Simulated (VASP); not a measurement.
C: single point with PBEsol

The system is C.

```
C
1.0
     1.25873    0.72673    3.43069
    -1.25873    0.72673    3.43069
     0.00000   -1.45345    3.43069
C
2
Direct
  0.16400 0.16400 0.16400
  0.83600 0.83600 0.83600
```

This cell differs from its parent crystal: strain +0.025 along x and y, +0.025 along z.

* Program: VASP 6.6.1
* Task: single point
* Functional: PBEsol
* Potentials or basis: VASP PAW PBE potentials, release 64 (C)
* Cutoff: 520 eV
* k mesh: 15 × 15 × 15
* Occupations: gaussian, width 0.05 eV
* Spin: no spin polarisation

| Property | Result |
| --- | --- |
| Pressure | -16.8 GPa |
| Largest force | 0.892 eV/Å |

Forces on the atoms (eV/Å):
```
C    0.000  0.000  0.892
C    0.000  0.000 -0.892
```

Stress tensor (GPa, compression positive):
```
-25.31   0.00   0.00
  0.00 -25.31   0.00
  0.00   0.00   0.18
```

It took 100 s on 1 thread of Intel Xeon 8259CL (shared host), peak memory 0.19 GiB.

Caveat: the cell differs from its parent crystal (strain +0.025 along x and y, +0.025 along z); the cell stands under tension; this functional lacks dispersion, which binds the layers, so the pressure and a relaxed spacing across them are unreliable; the PAW data sets were made with another functional, which shifts forces and pressure a little.
